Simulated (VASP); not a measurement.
AlSi62 (a cell with a defect): single point with PBE

AlSi62 (a cell with a defect):

```
Si Al
1.0
    10.86000    0.00000    0.00000
     0.00000   10.86000    0.00000
     0.00000    0.00000   10.86000
Si Al
62 1
Cartesian
  5.4373 0.0238 0.0105
  6.7617 1.4024 1.3833
  8.1362 2.7238 0.0088
  9.4576 4.0983 1.3833
  8.1345 0.0238 2.7077
  9.5054 1.3546 4.0919
  0.0073 -0.0073 -0.0237
  1.3234 1.3695 1.3595
  2.7056 2.7413 0.0263
  4.0270 4.1677 1.4527
  5.4020 5.4580 0.0454
  6.6923 6.8330 1.4527
  8.1187 8.1544 0.0263
  9.4905 9.5366 1.3595
  2.7056 0.0101 2.7151
  4.0602 1.3712 4.0848
  5.4020 2.7604 2.7430
  6.6923 4.1677 4.1180
  8.0996 5.4580 2.7430
  9.4888 6.7998 4.0848
  5.4299 0.0101 5.4394
  6.7855 1.3695 6.8216
  8.1187 2.7413 5.4394
  9.4905 4.0745 6.8216
  8.1687 -0.0073 8.1377
  9.4946 1.3654 9.5104
  -0.0238 5.4227 0.0105
  1.3342 6.8015 1.3694
  2.7045 8.1555 0.0090
  4.0585 9.5258 1.3694
  -0.0238 2.7255 2.7077
  1.3342 4.0844 4.0865
  2.6830 5.5655 2.8505
  5.2945 8.1770 2.8505
  6.7756 9.5258 4.0865
  0.0768 -0.0768 5.4030
  1.3655 1.3302 6.7795
  2.7045 2.7240 5.4405
  4.0585 4.0844 6.8108
  5.2945 5.5655 5.4620
  6.7756 6.8015 6.8108
  8.1360 8.1555 5.4405
  9.5298 9.4945 6.7795
  2.7420 -0.0768 8.0682
  4.0531 1.3546 9.4996
  5.4373 2.7255 8.1688
  6.7617 4.0983 9.5474
  8.1345 5.4227 8.1688
  9.5054 6.8069 9.4996
  -0.0101 8.1544 2.7151
  1.4764 9.3836 4.0643
  -0.0101 5.4301 5.4394
  1.4764 6.7793 6.6686
  4.0807 9.3836 6.6686
  0.0073 2.6913 8.1377
  1.3234 4.0745 9.5145
  2.7056 5.4301 8.1551
  4.0602 6.7998 9.5162
  5.4299 8.1544 8.1551
  6.7855 9.5366 9.5145
  0.0768 8.1180 8.0682
  1.3655 9.4945 9.4752
  3.3922 7.4678 4.7528
```

* Program: VASP 6.6.1
* Task: single point
* Functional: PBE
* Potentials or basis: VASP PAW PBE potentials, release 64 (Si, Al)
* Cutoff: 520 eV
* k mesh: 1 × 1 × 1
* Occupations: fermi-dirac, width 0.02 eV
* Spin: no spin polarisation
* Dipole correction: no
* Charge: 1
* Further INCAR settings: LREAL = Auto; ALGO = Normal; EDIFF = 1e-06; NBANDS = 162; NELECT = 250.0

```yaml
Largest_force: 0.023 eV/Å
```

Forces in eV/Å, atoms in the order of the input:
```
Si   0.013 -0.011 -0.006
Si  -0.010  0.003  0.010
Si   0.002 -0.002 -0.002
Si  -0.003  0.010  0.010
Si   0.006 -0.011 -0.013
Si  -0.002  0.002  0.005
Si  -0.002  0.002  0.001
Si  -0.002 -0.001  0.005
Si   0.015 -0.002 -0.002
Si  -0.004  0.006  0.006
Si   0.000  0.000  0.009
Si  -0.006  0.004  0.006
Si   0.002 -0.015 -0.002
Si   0.001  0.002  0.005
Si   0.018 -0.002  0.001
Si   0.005 -0.003 -0.005
Si   0.000  0.009  0.000
Si  -0.006  0.006  0.004
Si  -0.009  0.000  0.000
Si   0.003 -0.005 -0.005
Si  -0.001 -0.002 -0.018
Si  -0.005 -0.001  0.002
Si   0.002 -0.002 -0.015
Si   0.001  0.005  0.002
Si  -0.001  0.002  0.002
Si  -0.009  0.009  0.009
Si   0.011 -0.013 -0.006
Si   0.000  0.008  0.005
Si   0.001 -0.001 -0.001
Si  -0.008  0.000  0.005
Si   0.011 -0.006 -0.013
Si   0.000  0.005  0.008
Si  -0.007 -0.007 -0.007
Si   0.007  0.007 -0.007
Si  -0.005  0.000  0.008
Si  -0.003  0.003  0.011
Si   0.005  0.005 -0.005
Si   0.001 -0.001 -0.001
Si  -0.008  0.005  0.000
Si   0.007 -0.007  0.007
Si  -0.005  0.008  0.000
Si   0.001 -0.001 -0.001
Si  -0.005 -0.005 -0.005
Si  -0.011  0.003  0.003
Si  -0.005  0.002  0.002
Si   0.013 -0.006 -0.011
Si  -0.010  0.010  0.003
Si   0.006 -0.013 -0.011
Si  -0.002  0.005  0.002
Si   0.002 -0.018  0.001
Si  -0.014  0.014 -0.011
Si   0.002  0.001 -0.018
Si  -0.014 -0.011  0.014
Si   0.011  0.014  0.014
Si  -0.002  0.001  0.002
Si  -0.002  0.005 -0.001
Si   0.018  0.001 -0.002
Si   0.005 -0.005 -0.003
Si  -0.001 -0.018 -0.002
Si  -0.005  0.002 -0.001
Si  -0.003  0.011  0.003
Si   0.005 -0.005  0.005
Al  -0.006  0.006  0.006
```

Levels at points of the mesh, in eV from the Fermi level:
```tsv
k point	band 121	band 122	band 123	band 124	band 125	band 126	band 127	band 128	band 129	band 130
(0.00, 0.00, 0.00)	-0.74	-0.74	-0.61	-0.61	-0.33	0.35	0.35	0.58	0.58	0.65
```

Run time: 6.9 min on 1 thread of AMD EPYC 7R43 64-Core Processor (Zen 3), with other jobs on the host, peak memory 1 GiB.

Caveat: the k points lie up to 0.58 Å⁻¹ apart; the cell carries a net charge on a neutralising background, which shifts energy and pressure; the cell is charged against a uniform background, so pressure and absolute levels hang on convention.
